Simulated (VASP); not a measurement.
A run of VASP 6.6.1:

Contents of INCAR:

```
PREC = Accurate
ENCUT = 520
EDIFF = 1E-6
ISMEAR = 0
SIGMA = 0.02
LREAL = F
LASPH = T
NELM = 60
ALGO = Normal
ISIF = 2
LWAVE = F
LCHARG = F
GGA = PE
IVDW = 12
NBANDS = 11
```

Contents of KPOINTS:

```
regular mesh
0
Gamma
  12 12 12
```

Contents of POSCAR:

```
BN
1.0
    2.4971516869      0.0020493133     -0.2321630926
   -1.2394904498      2.1678194762      0.2321477807
   -0.9252345428     -0.9131136626      3.4429655759
B N
1 1
Direct
    0.9909669011      0.9913854249     -0.0062616740
    0.6571820989      0.3244985751      0.9930666740
```

Potentials or basis: VASP PAW PBE potentials, release 64 (B, N).

Launch:

```sh
$ cat potpaw_PBE.64/B/POTCAR potpaw_PBE.64/N/POTCAR > POTCAR
$ mpirun -np 1 vasp_std > vasp.out
```

Hardware: 1 thread of Intel Xeon 8259CL (shared host).

**Question.** How long does it take, and how much memory?

**Answer.** Wall time 110 s on 1 thread of Intel Xeon 8259CL, on a shared host, peak memory 0.21 GiB. Counts: scf iterations 13, k points 476.
